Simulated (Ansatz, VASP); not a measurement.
## HgTe in VASP and in Ansatz

```
Hg Te
1.0
     0.00000    3.18000    3.18000
     3.18000    0.00000    3.18000
     3.18000    3.18000    0.00000
Hg Te
1 1
Direct
  0.00000 0.00000 0.00000
  0.75000 0.75000 0.75000
```

Alike in both runs: task single point; functional PBE; k mesh 6 × 6 × 6; occupations gaussian, width 0.02 eV; no spin polarisation.

|  | VASP | Ansatz |
| --- | --- | --- |
| version | VASP 6.6.1 | Ansatz 0.2.0 |
| potentials or method | VASP PAW PBE potentials, release 64 (Hg, Te), cutoff 500 eV | PAW, plane waves, scalar-relativistic |
| valence electrons in the cell | 18 | 36 |

```tsv
	VASP	Ansatz	Ansatz less VASP
pressure (GPa)	6.7	6.6	-0.11
```

VASP's potentials hold 18 valence electrons a cell and Ansatz's 36, so a difference there can come from the potentials and not from the codes.

Spin-orbit coupling is off throughout.
